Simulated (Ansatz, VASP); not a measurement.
# Two plane-wave programs on C

```
C
1.0
     1.25600    0.72515    4.10866
    -1.25600    0.72515    4.10866
     0.00000   -1.45031    4.10866
C
3
Direct
  0.00000 0.00000 0.00000
  0.26332 0.26332 0.26332
  0.73668 0.73668 0.73668
```

Alike in both runs: functional r2SCAN; k mesh 9 × 9 × 9; occupations gaussian, width 0.1 eV; no spin polarisation.

Ansatz relaxed the structure, and its values are those at the end. VASP's run is a single point on that final structure, the one shown.

|  | VASP | Ansatz |
| --- | --- | --- |
| version | VASP 6.6.1 | Ansatz 0.2.0 |
| potentials or method | VASP PAW PBE potentials, release 64 (C), cutoff 520 eV | scalar-relativistic, plane waves, PAW |
| valence electrons in the cell | 12 | 12 |

VASP gave:

| Item | Value |
| --- | --- |
| gap on the k mesh at the Fermi level (eV) | none |
| pressure (GPa) | 0.5 |
| rms of the force components (eV/Å) | 0.017 |

Question: Estimate Ansatz's values.

Answer: gap on the k mesh at the Fermi level (eV): none; pressure (GPa): 0.0; rms of the force components (eV/Å): 0.001.

VASP's potentials were made for PBE, not for r2SCAN. A gap of «none» marks a metal or a gap that the smearing closes. With one functional, cell and mesh, what is left measures potentials, basis and numerics.
